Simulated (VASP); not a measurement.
# SiC in VASP: a series of runs, part 2 of 3

VASP 6.6.1. The steps go on from the part before.

### Step 3. Electric field gradients, PBE (x and y stretched by -2 %, z held)

File INCAR:

```
  PREC = Accurate
  ENCUT = 520
  EDIFF = 1E-8
  ISMEAR = -1
  SIGMA = 0.05
  LREAL = False
  LASPH = True
  NELM = 100
  ALGO = Normal
  ISIF = 2
  LWAVE = False
  LCHARG = False
  GGA = PE
  LEFG = True
  NBANDS = 11
```

File KPOINTS:

```
Automatic mesh
0
Gamma
  16 16 16
```

File POSCAR:

```
SiC
1.0
    0.0000000000      2.1305200000      2.1740000000
    2.1305200000      0.0000000000      2.1740000000
    2.1305200000      2.1305200000      0.0000000000
Si C
1 1
Direct
    0.0000000000      0.0000000000      0.0000000000
    0.7500000000      0.7500000000      0.7500000000
```

Potentials or basis: VASP PAW PBE potentials, release 64 (Si, C).

Command:

```bash
> cat potpaw_PBE.64/Si/POTCAR potpaw_PBE.64/C/POTCAR > POTCAR
> mpirun -np 1 vasp_std > vasp.out
```

OUTCAR:

```text
PREC = Accurate
   ENCUT = 520
   EDIFF = 1E-8
   ISMEAR = -1
   LREAL = False
   LASPH = True
   NELM = 100
   ISIF = 2
   GGA = PE

 ion  position               nearest neighbor table
   1  0.000  0.000  0.000-   2 1.86   2 1.86   2 1.86   2 1.86
   2  0.750  0.750  0.750-   1 1.86   1 1.86   1 1.86   1 1.86

  LATTYP: Found a body centered tetragonal cell.
 ALAT       =     3.0130102789
 C/A-ratio  =     1.4430750636

  Lattice vectors:

 A1 = (  -2.1305200000,   0.0000000000,   2.1740000000)
 A2 = (   2.1305200000,   0.0000000000,   2.1740000000)
 A3 = (   0.0000000000,   2.1305200000,  -2.1740000000)

Analysis of symmetry for initial positions (statically):
=====================================================================
 Subroutine PRICEL returns:
 Original cell was already a primitive cell.

 Routine SETGRP: Setting up the symmetry group for a
 body centered tetragonal supercell.

 Subroutine GETGRP returns: Found  8 space group operations
 (whereof  8 operations were pure point group operations)
 out of a pool of 16 trial point group operations.

The static configuration has the point symmetry D_2d.

Analysis of symmetry for dynamics (positions and initial velocities):
=====================================================================
 Subroutine PRICEL returns:
 Original cell was already a primitive cell.

 Routine SETGRP: Setting up the symmetry group for a
 body centered tetragonal supercell.

 Subroutine GETGRP returns: Found  8 space group operations
 (whereof  8 operations were pure point group operations)
 out of a pool of 16 trial point group operations.

The dynamic configuration has the point symmetry D_2d.

[... 160 lines left out ...]
      7      16.2768      0.00000
      8      16.3248      0.00000
      9      23.0971      0.00000
     10      23.7554      0.00000
     11      25.7634      0.00000
[... 309 lines left out ...]
 k-point    24 :      -0.0625    0.0625    0.0000
  band No.  band energies     occupation
      1      -6.9184      2.00000
      2       7.7589      2.00000
      3       8.1400      2.00000
      4       8.6854      2.00000
      5      15.7306      0.00000
      6      16.2675      0.00000
      7      16.4171      0.00000
      8      16.9725      0.00000
      9      22.1880      0.00000
     10      22.7539      0.00000
     11      25.8485      0.00000

 [... further k-points ...]
[... 5 lines left out ...]
  --------------------------------------------------------------------------------------
  -------------------------------------------------------------------------------------
  Total        2.0491547      2.0491547      1.3769782      0.0000000      0.0000000      0.0000000
  in kB      166.3506762    166.3506762    111.7832844      0.0000000      0.0000000      0.0000000
  external PRESSURE =     148.1615456 kB  Pullay stress =       0.0000000 kB

 VOLUME and BASIS-vectors are now :
 -----------------------------------------------------------------------------
  energy-cutoff  :      520.00
  volume of cell :       19.74
      direct lattice vectors                 reciprocal lattice vectors
     0.000000000  2.130520000  2.174000000    -0.234684490  0.234684490  0.229990800
     2.130520000  0.000000000  2.174000000     0.234684490 -0.234684490  0.229990800
     2.130520000  2.130520000  0.000000000     0.234684490  0.234684490 -0.229990800

 POSITION                                       TOTAL-FORCE (eV/Angst)
 -----------------------------------------------------------------------------------
      0.00000      0.00000      0.00000         0.000000      0.000000     -0.000000
      3.19578      3.19578      3.26100         0.000000      0.000000      0.000000
 -----------------------------------------------------------------------------------
    total drift:                               -0.000000     -0.000000     -0.000000

  FREE ENERGIE OF THE ION-ELECTRON SYSTEM (eV)
  ---------------------------------------------------
  free  energy   TOTEN  =       -15.0005371494 eV

  energy  without entropy=      -15.0005371279  energy(sigma->0) =      -15.00053714

 Electric field gradients (V/A^2)
---------------------------------------------------------------------
 ion       V_xx      V_yy      V_zz      V_xy      V_xz      V_yz
---------------------------------------------------------------------
   1       1.186     1.186    -2.372     0.000     0.000     0.000
   2      -0.707    -0.707     1.414    -0.000    -0.000    -0.000
---------------------------------------------------------------------

 Electric field gradients after diagonalization (V/A^2)
 (convention: |V_zz| > |V_xx| > |V_yy|)
----------------------------------------------------------------------
 ion       V_xx      V_yy      V_zz     asymmetry (V_yy - V_xx)/ V_zz
----------------------------------------------------------------------
   1       1.186     1.186    -2.372       0.000
   2      -0.707    -0.707     1.414       0.000
----------------------------------------------------------------------

           NMR quadrupolar parameters

 Cq : quadrupolar parameter    Cq=e*Q*V_zz/h
 eta: asymmetry parameters     (V_yy - V_xx)/ V_zz
 Q  : nuclear electric quadrupole moment in mb (millibarn)
----------------------------------------------------------------------
 ion       Cq(MHz)       eta       Q (mb)
----------------------------------------------------------------------
   1      -0.006       0.000       1.000
   2       0.003       0.000       1.000
----------------------------------------------------------------------
```

OSZICAR:

```text
N       E                     dE             d eps       ncg     rms          rms(c)
DAV:   1     0.396622662854E+01    0.39662E+01   -0.40301E+03  7940   0.617E+02
DAV:   2    -0.163888129232E+02   -0.20355E+02   -0.19474E+02  9617   0.111E+02
DAV:   3    -0.169891523537E+02   -0.60034E+00   -0.59933E+00  9388   0.159E+01
DAV:   4    -0.169913152691E+02   -0.21629E-02   -0.21628E-02  8853   0.123E+00
DAV:   5    -0.169913244660E+02   -0.91969E-05   -0.91969E-05  9466   0.737E-02    0.932E+00
DAV:   6    -0.150736404274E+02    0.19177E+01   -0.65681E+00  8623   0.117E+01    0.418E+00
DAV:   7    -0.150084361746E+02    0.65204E-01   -0.44792E-01  9249   0.379E+00    0.187E+00
DAV:   8    -0.150003274007E+02    0.81088E-02   -0.21005E-02  8725   0.967E-01    0.171E-01
DAV:   9    -0.150004328387E+02   -0.10544E-03   -0.15336E-03  9580   0.228E-01    0.115E-01
DAV:  10    -0.150005348302E+02   -0.10199E-03   -0.21198E-04  8641   0.902E-02    0.261E-02
DAV:  11    -0.150005367449E+02   -0.19147E-05   -0.35658E-05  9220   0.319E-02    0.672E-03
DAV:  12    -0.150005371173E+02   -0.37240E-06   -0.16561E-06  8983   0.777E-03    0.114E-03
DAV:  13    -0.150005371549E+02   -0.37551E-07   -0.73512E-08  8935   0.193E-03    0.102E-03
DAV:  14    -0.150005371440E+02    0.10896E-07   -0.52644E-09  6366   0.495E-04    0.395E-04
DAV:  15    -0.150005371494E+02   -0.54142E-08   -0.93258E-10  4922   0.198E-04
   1 F= -.15000537E+02 E0= -.15000537E+02  d E =-.214607E-07
```

It took 40 s on 1 thread of AMD EPYC 9R45 (Zen 5), shared host; peak memory 0.16 GiB.

What came out:

```yaml
Free_energy: -15.0005 eV
Pressure: 14.8 GPa
Band_gap_on_the_k_mesh: 1.20 eV (least direct gap 4.57 eV)
Largest_electric_field_gradient_by_atom: Si -2.4; C +1.4 V/Å²
```

Electric field gradients, principal values (V/Å²):
```tsv
atom	least	middle	greatest (by size)
1 Si	1.186	1.186	-2.372
2 C	-0.707	-0.707	1.414
```

Caveat: the cell differs from its parent crystal (x and y stretched by -2 %, z held); the cell stands under pressure; without QUAD_EFG the Cq values of the log hold for a quadrupole moment of 1 mb, not for the nuclei. A k mesh can miss the band edges.

### Step 4. Electric field gradients, PBE (atom 1 (Si) moved by [0.056569, 0.056569, 0.0] A)

File INCAR:

```
SYSTEM = SiC
ALGO     = Normal         ! electronic algorithm
EDIFF    = 1E-8           ! SCF threshold, eV
ENCUT    = 520            ! plane-wave cutoff, eV
GGA      = PE             ! functional
ISIF     = 2              ! what is computed and relaxed
ISMEAR   = -1             ! smearing method
LASPH    = .TRUE.         ! aspherical terms in the spheres
LCHARG   = .FALSE.        ! write CHGCAR
LEFG     = .TRUE.       
LREAL    = .FALSE.        ! projectors in reciprocal space
LWAVE    = .FALSE.        ! write WAVECAR
NBANDS   = 11             ! bands
NELM     = 80             ! most SCF steps
PREC     = Accurate       ! precision mode
SIGMA    = 0.05           ! smearing width, eV
```

File KPOINTS:

```
k-points
0
G
  16 16 16
  0 0 0
```

File POSCAR:

```
SiC
1.0
    0.0000000000      2.1740000000      2.1740000000
    2.1740000000      0.0000000000      2.1740000000
    2.1740000000      2.1740000000      0.0000000000
Si C
1 1
Direct
    0.0000000000      0.0000000000      0.0260206992
    0.7500000000      0.7500000000      0.7500000000
```

Potentials or basis: VASP PAW PBE potentials, release 64 (Si, C).

Command:

```bash
> cat potpaw_PBE.64/Si/POTCAR potpaw_PBE.64/C/POTCAR > POTCAR
> mpirun -np 1 vasp_std > vasp.out
```

OUTCAR:

```text
SYSTEM = SiC
   EDIFF = 1E-8
   ENCUT = 520
   GGA = PE
   ISIF = 2
   ISMEAR = -1
   LASPH = .TRUE.
   LREAL = .FALSE.
   NELM = 80
   PREC = Accurate

 ion  position               nearest neighbor table
   1  0.000  0.000  0.026-   2 1.82   2 1.88   2 1.88   2 1.95
   2  0.750  0.750  0.750-   1 1.82   1 1.88   1 1.88   1 1.95

  LATTYP: Found a face centered cubic cell.
 ALAT       =     4.3480000000

  Lattice vectors:

 A1 = (   0.0000000000,   2.1740000000,   2.1740000000)
 A2 = (   2.1740000000,   0.0000000000,   2.1740000000)
 A3 = (   2.1740000000,   2.1740000000,   0.0000000000)

Analysis of symmetry for initial positions (statically):
=====================================================================
 Subroutine PRICEL returns:
 Original cell was already a primitive cell.

 Routine SETGRP: Setting up the symmetry group for a
 face centered cubic supercell.

 Subroutine GETGRP returns: Found  2 space group operations
 (whereof  2 operations were pure point group operations)
 out of a pool of 48 trial point group operations.

The static configuration has the point symmetry C_1h.

Analysis of symmetry for dynamics (positions and initial velocities):
=====================================================================
 Subroutine PRICEL returns:
 Original cell was already a primitive cell.

 Routine SETGRP: Setting up the symmetry group for a
 face centered cubic supercell.

 Subroutine GETGRP returns: Found  2 space group operations
 (whereof  2 operations were pure point group operations)
 out of a pool of 48 trial point group operations.

The dynamic configuration has the point symmetry C_1h.

 Subroutine INISYM returns: Found  2 space group operations
 (whereof  2 operations are pure point group operations),
 and found     1 'primitive' translations

----------------------------------------------------------------------------------------

                                     Primitive cell

  volume of cell :      20.5498

  direct lattice vectors                    reciprocal lattice vectors
     0.000000000  2.174000000  2.174000000    -0.229990800  0.229990800  0.229990800
     2.174000000  0.000000000  2.174000000     0.229990800 -0.229990800  0.229990800
     2.174000000  2.174000000  0.000000000     0.229990800  0.229990800 -0.229990800

  length of vectors
     3.074500285  3.074500285  3.074500285     0.398355752  0.398355752  0.398355752

  position of ions in fractional coordinates (direct lattice)
     0.000000000  0.000000000  0.026020699
     0.750000000  0.750000000  0.750000000

  ion indices of the primitive-cell ions
   primitive index   ion index
                 1           1
                 2           2

----------------------------------------------------------------------------------------

 KPOINTS: k-points

Automatic generation of k-mesh.
 Grid dimensions read from file:
[... 73 lines left out ...]
   POTIM  = 0.5000    time-step for ionic-motion
   TEBEG  =    0.0;   TEEND  =   0.0 temperature during run
   PSTRESS=    0.0 pullay stress
   NELECT =       8.0000    total number of electrons
   NUPDOWN=      -1.0000    fix difference up-down
   EMIN   =  10.00;   EMAX   =-10.00  energy-range for DOS
   EFERMI =   0.00;   METHOD = LEGACY
   ISMEAR =    -1;   SIGMA  =   0.05  broadening in eV -4-tet -1-fermi 0-gaus
   EFERMI_NEDOS =   21; number of points for ismear=-14 and -15
   IALGO  =     38    algorithm
   IMIX   =      4    mixing-type and parameters
     AMIX     =   0.40;   BMIX     =  1.00
     AMIX_MAG =   1.60;   BMIX_MAG =  1.00
  volume/ion in A,a.u.               =      10.27        69.34
  Fermi-wavevector in a.u.,A,eV,Ry     =   1.195369  2.258920 19.441458  1.428907
  Thomas-Fermi vector in A             =   2.331336
   LORBIT       =      0    0 simple, 1 ext, 2 COOP (PROOUT), +10 PAW based schemes
   GGA     = PE    functional components
   LHFCALC =     F    Hartree Fock is set to
   AEXX    =    0.0000 exact exchange contribution
   IVDW    =     0    specifies the selected vdW correction
   LEPSILON=     F    determine dielectric tensor
   LRPA    =     F    only Hartree local field effects (RPA)
 non-spin polarized calculation
  energy-cutoff  :      520.00
  volume of cell :       20.55
 maximum number of plane-waves:       568
   NGX = 11   NGY = 11   NGZ = 11

 number of electron       8.0000001 magnetization

 Free energy of the ion-electron system (eV)
  ---------------------------------------------------
  ext. energy  EPLUGINS =         0.00000000
  ---------------------------------------------------
  free energy    TOTEN  =       -14.99173093 eV

  energy without entropy =      -14.99173081  energy(sigma->0) =      -14.99173087

 E-fermi :   9.0357     XC(G=0): -11.3865

 val. band max:        8.5469906810   @ k =   0.0000   0.0000   0.0000
 cond. band min:       9.5156269670   @ k =   0.5000   0.5000   0.0000
 fundamental gap:      0.9686362860
 Fermi energy:         9.0357282253

 k-point     1 :       0.0000    0.0000    0.0000
  band No.  band energies     occupation
      1      -7.2778      2.00000
      2       7.7900      2.00000
      3       8.1859      2.00000
      4       8.5470      1.99989
      5      14.4673      0.00000
      6      15.4111      0.00000
      7      15.5204      0.00000
      8      15.7233      0.00000
      9      22.7176      0.00000
     10      22.7187      0.00000
     11      24.7289      0.00000
[... 309 lines left out ...]
 k-point    24 :       0.0000    0.0000    0.5000
  band No.  band energies     occupation
      1      -3.5919      2.00000
      2      -0.6185      2.00000
      3       7.0688      2.00000
      4       7.4061      2.00000
      5      13.6572      0.00000
      6      15.3433      0.00000
      7      15.7561      0.00000
      8      18.2388      0.00000
      9      24.3086      0.00000
     10      25.2665      0.00000
     11      25.6877      0.00000

 [... further k-points ...]
[... 5 lines left out ...]
  --------------------------------------------------------------------------------------
  -------------------------------------------------------------------------------------
  Total        0.6851244      0.6851244      0.7652802      0.1252889     -0.5007843     -0.5007843
  in kB       53.4160078     53.4160078     59.6653871      9.7681976    -39.0438555    -39.0438553
  external PRESSURE =      55.4991342 kB  Pullay stress =       0.0000000 kB

 VOLUME and BASIS-vectors are now :
 -----------------------------------------------------------------------------
  energy-cutoff  :      520.00
  volume of cell :       20.55
      direct lattice vectors                 reciprocal lattice vectors
     0.000000000  2.174000000  2.174000000    -0.229990800  0.229990800  0.229990800
     2.174000000  0.000000000  2.174000000     0.229990800 -0.229990800  0.229990800
     2.174000000  2.174000000  0.000000000     0.229990800  0.229990800 -0.229990800

 POSITION                                       TOTAL-FORCE (eV/Angst)
 -----------------------------------------------------------------------------------
      0.05657      0.05657      0.00000        -1.108695     -1.108695      0.225777
      3.26100      3.26100      3.26100         1.108695      1.108695     -0.225777
 -----------------------------------------------------------------------------------
    total drift:                               -0.000017     -0.000017      0.000001

  FREE ENERGIE OF THE ION-ELECTRON SYSTEM (eV)
  ---------------------------------------------------
  free  energy   TOTEN  =       -14.9917309285 eV

  energy  without entropy=      -14.9917308112  energy(sigma->0) =      -14.99173087

 Electric field gradients (V/A^2)
---------------------------------------------------------------------
 ion       V_xx      V_yy      V_zz      V_xy      V_xz      V_yz
---------------------------------------------------------------------
   1       0.486     0.486    -0.973    -0.619    14.916    14.916
   2       0.057     0.057    -0.115    -0.113     0.923     0.923
---------------------------------------------------------------------

 Electric field gradients after diagonalization (V/A^2)
 (convention: |V_zz| > |V_xx| > |V_yy|)
----------------------------------------------------------------------
 ion       V_xx      V_yy      V_zz     asymmetry (V_yy - V_xx)/ V_zz
----------------------------------------------------------------------
   1      20.546     1.105   -21.651       0.898
   2       1.221     0.171    -1.391       0.755
----------------------------------------------------------------------

           NMR quadrupolar parameters

 Cq : quadrupolar parameter    Cq=e*Q*V_zz/h
 eta: asymmetry parameters     (V_yy - V_xx)/ V_zz
 Q  : nuclear electric quadrupole moment in mb (millibarn)
----------------------------------------------------------------------
 ion       Cq(MHz)       eta       Q (mb)
----------------------------------------------------------------------
   1      -0.052       0.898       1.000
   2      -0.003       0.755       1.000
----------------------------------------------------------------------
```

Run time: 2 min. Hardware: 1 thread of AMD EPYC 9R45 (Zen 5), shared host; peak memory 0.31 GiB.

What came out:

- Free energy: -14.9917 eV
- Pressure: 5.5 GPa
- Largest force: 1.584 eV/Å
- Band gap on the k mesh: 0.97 eV (least direct gap 4.39 eV)
- Largest electric field gradient by atom: Si -21.7; C -1.4 V/Å²

Forces in eV/Å, atoms in the order of the input:
```
Si  -1.109 -1.109  0.226
C    1.109  1.109 -0.226
```

Stress tensor (GPa, compression positive):
```
 5.34  0.98 -3.90
 0.98  5.34 -3.90
-3.90 -3.90  5.97
```

Levels at points of the mesh, in eV from the valence-band top:
| k point | band 1 | band 2 | band 3 | band 4 | band 5 | band 6 | band 7 | band 8 | band 9 |
| --- | --- | --- | --- | --- | --- | --- | --- | --- | --- |
| (0.00, 0.00, 0.00) | -15.82 | -0.76 | -0.36 | 0.00 | 5.92 | 6.86 | 6.97 | 7.18 | 14.17 |
| (0.50, 0.00, 0.00) | -12.24 | -8.94 | -1.72 | -1.11 | 5.09 | 6.53 | 7.26 | 9.72 | 15.85 |
| (0.00, 0.00, 0.50) | -12.14 | -9.17 | -1.48 | -1.14 | 5.11 | 6.80 | 7.21 | 9.69 | 15.76 |
| (0.50, 0.50, 0.50) | -12.33 | -8.71 | -1.71 | -1.35 | 5.13 | 6.57 | 7.00 | 9.72 | 15.91 |
| (0.50, 0.50, 0.00) | -10.78 | -8.20 | -3.56 | -3.53 | 0.97 | 3.95 | 13.76 | 13.77 | 14.47 |
| (0.00, 0.50, 0.50) | -10.79 | -8.18 | -3.70 | -3.42 | 0.97 | 3.97 | 13.74 | 13.78 | 14.46 |

Electric field gradients, principal values (V/Å²):
```csv
atom,least,middle,greatest (by size)
1 Si,1.105,20.546,-21.651
2 C,0.171,1.221,-1.391
```

Caveat: the cell differs from its parent crystal (atom 1 (Si) moved by [0.056569, 0.056569, 0.0] A); the cell stands under pressure; without QUAD_EFG the Cq values of the log hold for a quadrupole moment of 1 mb, not for the nuclei; forces of over 1 eV/Å act on the atoms, so gaps and moduli don't describe the material at rest. A k mesh can miss the band edges.

[end of part 2 of 3]
